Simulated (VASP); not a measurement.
A run of VASP 6.6.1 is set up as follows.

File INCAR:

```
ALGO = Normal
EDIFF = 1E-6
ENCUT = 520
GGA = CA
ISIF = 2
ISMEAR = -1
LASPH = True
LCHARG = True
LELF = True
LREAL = False
LVHAR = True
LWAVE = False
NBANDS = 18
NELM = 80
PREC = Accurate
SIGMA = 0.05
```

KPOINTS

```
k-points
0
Gamma
  8 1 6
```

File POSCAR:

```
P
1.0
    3.2837277200      0.0000000000      0.0000000000
    0.0000000000     34.8570309900      0.0000000000
    0.0000000000      0.0000000000      4.6320847100
P
4
Direct
    0.5000000000      0.9702614300      0.9078492800
    0.5000000000      0.0297385700      0.0921507200
    0.0000000000      0.0297385700      0.4078492800
    0.0000000000      0.9702614300      0.5921507200
```

Potentials or basis: VASP PAW LDA potentials, release 64 (P).

Launch:

```sh
$ cat potpaw_LDA.64/P/POTCAR > POTCAR
$ mpirun -np 1 vasp_std > vasp.out
```

(1) Estimate the largest force.

(2) Estimate the band gap on the k mesh.

Results:

(1) 0.150 eV/Å.

(2) 0.85 eV, direct.
